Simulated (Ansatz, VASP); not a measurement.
# One calculation of GaP, two programs

Contents of INCAR:

```
SYSTEM = GaP
PREC = Accurate
ENCUT = 520
EDIFF = 1E-7
ISMEAR = 0
SIGMA = 0.05
LREAL = .FALSE.
LASPH = .TRUE.
NELM = 100
ALGO = Normal
ISIF = 2
LWAVE = .FALSE.
LCHARG = .FALSE.
GGA = PE
NBANDS = 16
```

Contents of KPOINTS:

```
regular mesh
0
G
  10 10 10
  0 0 0
```

Contents of POSCAR:

```
GaP
1.0
    0.0000000000      2.7768067124      2.7768067124
    2.7768067124      0.0000000000      2.7768067124
    2.7768067124      2.7768067124      0.0000000000
Ga P
1 1
Direct
    0.0000000000      0.0000000000      0.0000000000
    0.7500000000      0.7500000000      0.7500000000
```

Input for Ansatz:

```yaml
crystal:
  lattice:
    - [0.0, 2.7768067124, 2.7768067124]
    - [2.7768067124, 0.0, 2.7768067124]
    - [2.7768067124, 2.7768067124, 0.0]
  atoms:
    - { symbol: Ga, position: [0.0, 0.0, 0.0] }
    - { symbol: P, position: [0.75, 0.75, 0.75] }
basis:
  ecutwfc: 420
kpoints:
  mp_grid: { grid: [10, 10, 10] }
hamiltonian:
  xc: pbe
scf:
  occupations: { method: gaussian, width: 0.05 }
output:
  forces: true
  stress: true
  eigenvalues: true
```

Alike in both runs: task single point; functional PBE; k mesh 10 × 10 × 10; occupations gaussian, width 0.05 eV; no spin polarisation.

```csv
,VASP,Ansatz
version,VASP 6.6.1,Ansatz 0.2.0
potentials or method,"VASP PAW PBE potentials, release 64 (Ga_d, P), cutoff 520 eV","scalar-relativistic, plane waves, PAW"
valence electrons in the cell,18,18
```

```csv
,VASP,Ansatz,Ansatz less VASP
gap on the k mesh at the Fermi level (eV),1.37,1.37,+0.003
least direct gap on the mesh (eV),1.37,1.37,+0.003
pressure (GPa),-1.9,-1.9,0.00
```
